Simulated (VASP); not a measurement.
# La2B11 (a cell with a defect) in VASP: further runs, part 2 of 2

VASP 6.6.1.

### 3 Relaxation of the atoms, PBE+D4

INCAR reads:

```
ALGO     = Normal         # electronic algorithm
EDIFF    = 1E-7           # SCF threshold, eV
EDIFFG   = -0.03          # ionic threshold
ENCUT    = 450            # plane-wave cutoff, eV
GGA      = PE             # functional
GGA_COMPAT= F            
IBRION   = 2              # ionic algorithm
ISIF     = 2              # what is computed and relaxed
ISMEAR   = 1              # smearing method
IVDW     = 13             # dispersion correction
LASPH    = T              # aspherical terms in the spheres
LCHARG   = F              # write CHGCAR
LMAXMIX  = 6              # l up to which the mixer works
LREAL    = F              # projectors in reciprocal space
LWAVE    = F              # write WAVECAR
NELM     = 200            # most SCF steps
NELMIN   = 4            
NSW      = 45             # ionic steps
PREC     = Accurate       # precision mode
SIGMA    = 0.15           # smearing width, eV
```

KPOINTS reads:

```
k-points
0
Gamma
  2 4 4
```

POSCAR reads:

```
La2B11
1.0
    8.3140000000      0.0000000000      0.0000000000
    0.0000000000      4.1570000000      0.0000000000
    0.0000000000      0.0000000000      4.1570000000
La B
2 11
Direct
    0.0000000000      0.0000000000      0.0000000000
    0.5000000000      0.0000000000      0.0000000000
    0.2500000000      0.1975000000      0.5000000000
    0.4012500000      0.5000000000      0.5000000000
    0.2500000000      0.8025000000      0.5000000000
    0.2500000000      0.5000000000      0.1975000000
    0.2500000000      0.5000000000      0.8025000000
    0.5987500000      0.5000000000      0.5000000000
    0.7500000000      0.1975000000      0.5000000000
    0.9012500000      0.5000000000      0.5000000000
    0.7500000000      0.8025000000      0.5000000000
    0.7500000000      0.5000000000      0.1975000000
    0.7500000000      0.5000000000      0.8025000000
```

Potentials or basis: VASP PAW PBE potentials, release 64 (La, B).

Launch:

```sh
> cat potpaw_PBE.64/La/POTCAR potpaw_PBE.64/B/POTCAR > POTCAR
> mpirun -np 1 vasp_std > vasp.out
```

OUTCAR:

```text
EDIFF = 1E-7
   EDIFFG = -0.03
   ENCUT = 450
   GGA = PE
   IBRION = 2
   ISIF = 2
   ISMEAR = 1
   IVDW = 13
   LASPH = T
   LREAL = F
   NELM = 200
   NELMIN = 4
   NSW = 45
   PREC = Accurate

 ion  position               nearest neighbor table
   1  0.000  0.000  0.000-
   2  0.500  0.000  0.000-
   3  0.250  0.197  0.500-   5 1.64   4 1.78   6 1.78   7 1.78
   4  0.401  0.500  0.500-   8 1.64   5 1.78   6 1.78   7 1.78   3 1.78
   5  0.250  0.803  0.500-   3 1.64   4 1.78   6 1.78   7 1.78
   6  0.250  0.500  0.197-   7 1.64   4 1.78   5 1.78   3 1.78
   7  0.250  0.500  0.803-   6 1.64   4 1.78   5 1.78   3 1.78
   8  0.599  0.500  0.500-   4 1.64   9 1.78  11 1.78  12 1.78  13 1.78
   9  0.750  0.197  0.500-  11 1.64  10 1.78   8 1.78  12 1.78  13 1.78
  10  0.901  0.500  0.500-   9 1.78  11 1.78  12 1.78  13 1.78
  11  0.750  0.803  0.500-   9 1.64   8 1.78  10 1.78  12 1.78  13 1.78
  12  0.750  0.500  0.197-  13 1.64  10 1.78   8 1.78  11 1.78   9 1.78
  13  0.750  0.500  0.803-  12 1.64  10 1.78   8 1.78  11 1.78   9 1.78

  LATTYP: Found a simple tetragonal cell.
 ALAT       =     4.1570000000
 C/A-ratio  =     2.0000000000

  Lattice vectors:

 A1 = (   0.0000000000,   4.1570000000,   0.0000000000)
 A2 = (   0.0000000000,   0.0000000000,   4.1570000000)
 A3 = (   8.3140000000,   0.0000000000,   0.0000000000)

Analysis of symmetry for initial positions (statically):
=====================================================================
 Subroutine PRICEL returns:
 Original cell was already a primitive cell.

 Routine SETGRP: Setting up the symmetry group for a
 simple tetragonal supercell.

 Subroutine GETGRP returns: Found  8 space group operations
 (whereof  8 operations were pure point group operations)
 out of a pool of 16 trial point group operations.

The static configuration has the point symmetry C_4v.

Analysis of symmetry for dynamics (positions and initial velocities):
=====================================================================
 Subroutine PRICEL returns:
 Original cell was already a primitive cell.

 Routine SETGRP: Setting up the symmetry group for a
 simple tetragonal supercell.

 Subroutine GETGRP returns: Found  8 space group operations
[... 125 lines left out ...]
   EMIN   =  10.00;   EMAX   =-10.00  energy-range for DOS
   EFERMI =   0.00;   METHOD = LEGACY
   ISMEAR =     1;   SIGMA  =   0.15  broadening in eV -4-tet -1-fermi 0-gaus
   EFERMI_NEDOS =   21; number of points for ismear=-14 and -15
   IALGO  =     38    algorithm
   IMIX   =      4    mixing-type and parameters
     AMIX     =   0.40;   BMIX     =  1.00
     AMIX_MAG =   1.60;   BMIX_MAG =  1.00
  volume/ion in A,a.u.               =      11.05        74.58
  Fermi-wavevector in a.u.,A,eV,Ry     =   1.188700  2.246318 19.225146  1.413008
  Thomas-Fermi vector in A             =   2.324824
   LORBIT       =      0    0 simple, 1 ext, 2 COOP (PROOUT), +10 PAW based schemes
   GGA     = PE    functional components
   LHFCALC =     F    Hartree Fock is set to
   AEXX    =    0.0000 exact exchange contribution
   IVDW    =    13    specifies the selected vdW correction
   LEPSILON=     F    determine dielectric tensor
   LRPA    =     F    only Hartree local field effects (RPA)
 conjugate gradient relaxation of ions
 non-spin polarized calculation
 Methfessel and Paxton  Order N= 1 SIGMA  =   0.15
  energy-cutoff  :      450.00
  volume of cell :      143.67
 maximum number of plane-waves:      3164
 NGX is ok and might be reduce to    60
   NGX = 29   NGY = 15   NGZ = 15

--------------------------------------- Ionic step        1  -------------------------------------------

 number of electron      55.0000001 magnetization

 Free energy of the ion-electron system (eV)
  ---------------------------------------------------
  ext. energy  EPLUGINS =         0.00000000
  ---------------------------------------------------
  free energy    TOTEN  =       -87.69407098 eV

  energy without entropy =      -87.68975976  energy(sigma->0) =      -87.69263391

------------------------ aborting loop because EDIFF is reached ----------------------------------------

  DFT-D4 for vdW energy calculation

  Edisp (eV):   -3.48057
[... 138 lines left out ...]
  FREE ENERGIE OF THE ION-ELECTRON SYSTEM (eV)
  ---------------------------------------------------
  free  energy   TOTEN  =       -91.3122588130 eV

  energy  without entropy=      -91.3133205299  energy(sigma->0) =      -91.31261272

[... ionic steps 4 to 11 ...]

--------------------------------------- Ionic step       12  -------------------------------------------

 number of electron      55.0000001 magnetization

------------------------ aborting loop because EDIFF is reached ----------------------------------------
[... 97 lines left out ...]
--------------------------------------- Ionic step       14  -------------------------------------------

 number of electron      55.0000001 magnetization

 Free energy of the ion-electron system (eV)
  ---------------------------------------------------
  ext. energy  EPLUGINS =         0.00000000
  ---------------------------------------------------
  free energy    TOTEN  =       -87.94096354 eV

  energy without entropy =      -87.93949857  energy(sigma->0) =      -87.94047522

 E-fermi :   7.6090     XC(G=0): -10.9999

 val. band max:        7.4879338752   @ k =   0.5000   0.5000   0.0000
 cond. band min:       7.6253219832   @ k =   0.5000   0.5000   0.2500
 fundamental gap:      0.1373881081
 Fermi energy:         7.6089697853

 k-point     1 :       0.0000    0.0000    0.0000
  band No.  band energies     occupation
      1     -25.0492      2.00000
      2     -24.9644      2.00000
      3      -9.4832      2.00000
      4      -8.7602      2.00000
      5      -8.7602      2.00000
      6      -8.7272      2.00000
[... 477 lines left out ...]
  FREE ENERGIE OF THE ION-ELECTRON SYSTEM (eV)
  ---------------------------------------------------
  free  energy   TOTEN  =       -91.4181128365 eV

  energy  without entropy=      -91.4166478640  energy(sigma->0) =      -91.41762451

 reached required accuracy - stopping structural energy minimisation
```

OSZICAR:

```text
N       E                     dE             d eps       ncg     rms          rms(c)
DAV:   1     0.514278494656E+03    0.51428E+03   -0.18657E+04   816   0.185E+03
DAV:   2     0.516221862720E+02   -0.46266E+03   -0.44856E+03  1072   0.364E+02
DAV:   3    -0.828836549112E+02   -0.13451E+03   -0.13275E+03  1446   0.188E+02
[... 139 lines left out ...]
DAV:   2    -0.879409666538E+02   -0.13286E-03   -0.15824E-03  1416   0.335E-01    0.205E-02
DAV:   3    -0.879409650325E+02    0.16213E-05   -0.56591E-05  1320   0.522E-02    0.137E-02
DAV:   4    -0.879409630494E+02    0.19831E-05   -0.14163E-05  1336   0.230E-02    0.484E-03
DAV:   5    -0.879409635125E+02   -0.46310E-06   -0.48848E-06  1472   0.101E-02    0.198E-03
DAV:   6    -0.879409635402E+02   -0.27720E-07   -0.71049E-07  1064   0.427E-03
  14 F= -.91418113E+02 E0= -.91417625E+02  d E =-.142523E-03
```

CONTCAR:

```text
La2B11
   1.00000000000000
     8.3140000000000001    0.0000000000000000    0.0000000000000000
     0.0000000000000000    4.1570000000000000    0.0000000000000000
     0.0000000000000000    0.0000000000000000    4.1570000000000000
  La              B
     2    11
Direct
     0.0064938325110626    1.0000000000000000    0.0000000000000000
     0.4777247151129247    1.0000000000000000    0.0000000000000000
     0.2538056131224894    0.1969725518864851    0.5000000000000000
     0.3963754029803929    0.5000000000000000    0.5000000000000000
     0.2538056131224894    0.8030274481135151    0.5000000000000000
     0.2538056131224894    0.5000000000000000    0.1969725518864851
     0.2538056131224894    0.5000000000000000    0.8030274481135151
     0.6019405968191837    0.5000000000000000    0.5000000000000000
     0.7509529853557041    0.1998110261683735    0.5000000000000000
     0.8996810586636599    0.5000000000000000    0.5000000000000000
     0.7509529853557041    0.8001889738316265    0.5000000000000000
     0.7509529853557041    0.5000000000000000    0.1998110261683735
     0.7509529853557041    0.5000000000000000    0.8001889738316265

  0.00000000E+00  0.00000000E+00  0.00000000E+00
  0.00000000E+00  0.00000000E+00  0.00000000E+00
  0.00000000E+00  0.00000000E+00  0.00000000E+00
  0.00000000E+00  0.00000000E+00  0.00000000E+00
  0.00000000E+00  0.00000000E+00  0.00000000E+00
  0.00000000E+00  0.00000000E+00  0.00000000E+00
  0.00000000E+00  0.00000000E+00  0.00000000E+00
  0.00000000E+00  0.00000000E+00  0.00000000E+00
  0.00000000E+00  0.00000000E+00  0.00000000E+00
  0.00000000E+00  0.00000000E+00  0.00000000E+00
  0.00000000E+00  0.00000000E+00  0.00000000E+00
  0.00000000E+00  0.00000000E+00  0.00000000E+00
  0.00000000E+00  0.00000000E+00  0.00000000E+00
```

Run time: 9.1 min. Hardware: 1 thread of Intel Xeon Platinum 8375C at 2.90GHz (Ice Lake), shared host; peak memory 0.25 GiB.

What came out:

```
Free energy                  : -91.4181 eV
Energy gained by relaxing    : 18.7 meV/atom
Ionic steps                  : 14
Pressure after relaxing      : -5.2 GPa
Largest force after relaxing : 0.011 eV/Å
Band gap on the k mesh       : zero (an odd number of electrons rules out a gap without spin polarisation)
Dispersion energy per atom   : -0.267 eV
```

Forces on the atoms (eV/Å):
```
La  -0.006  0.000  0.000
La   0.002  0.000  0.000
B   -0.002 -0.004  0.000
B   -0.005  0.000  0.000
B   -0.002  0.004  0.000
B   -0.002  0.000 -0.004
B   -0.002  0.000  0.004
B    0.011  0.000  0.000
B   -0.002  0.001  0.000
B    0.011  0.000  0.000
B   -0.002 -0.001  0.000
B   -0.002  0.000  0.001
B   -0.002  0.000 -0.001
```

Step by step:
| step | energy change (eV) | largest force (eV/Å) | pressure (GPa) |
| --- | --- | --- | --- |
| 1 | 0.0000 | 2.1987 | -6.60 |
| 2 | -0.0459 | 1.7574 | -4.45 |
| 3 | -0.1376 | 1.0157 | -5.70 |
| 4 | -0.1973 | 0.6758 | -5.62 |
| 5 | -0.1974 | 0.6537 | -5.63 |
| 6 | -0.2278 | 0.4275 | -5.49 |
| 7 | -0.2289 | 0.5459 | -5.44 |
| 8 | -0.2414 | 0.1236 | -5.35 |
| 9 | -0.2416 | 0.1255 | -5.34 |
| 10 | -0.2423 | 0.1218 | -5.18 |
| 11 | -0.2424 | 0.0938 | -5.23 |
| 12 | -0.2433 | 0.0516 | -5.21 |
| 13 | -0.2433 | 0.0611 | -5.20 |
| 14 | -0.2435 | 0.0113 | -5.23 |

Final structure:
```xyz
13
Lattice="8.3140 0.0000 0.0000 0.0000 4.1570 0.0000 0.0000 0.0000 4.1570" Properties=species:S:1:pos:R:3 pbc="T T T"
La    0.0540    4.1570    0.0000
La    3.9718    4.1570    0.0000
B     2.1101    0.8188    2.0785
B     3.2955    2.0785    2.0785
B     2.1101    3.3382    2.0785
B     2.1101    2.0785    0.8188
B     2.1101    2.0785    3.3382
B     5.0045    2.0785    2.0785
B     6.2434    0.8306    2.0785
B     7.4799    2.0785    2.0785
B     6.2434    3.3264    2.0785
B     6.2434    2.0785    0.8306
B     6.2434    2.0785    3.3264
```

Caveat: the k points lie up to 0.38 Å⁻¹ apart, too coarse for converged energies and pressures of a metal; spin-orbit coupling is left out, which moves the levels of the heavy elements.
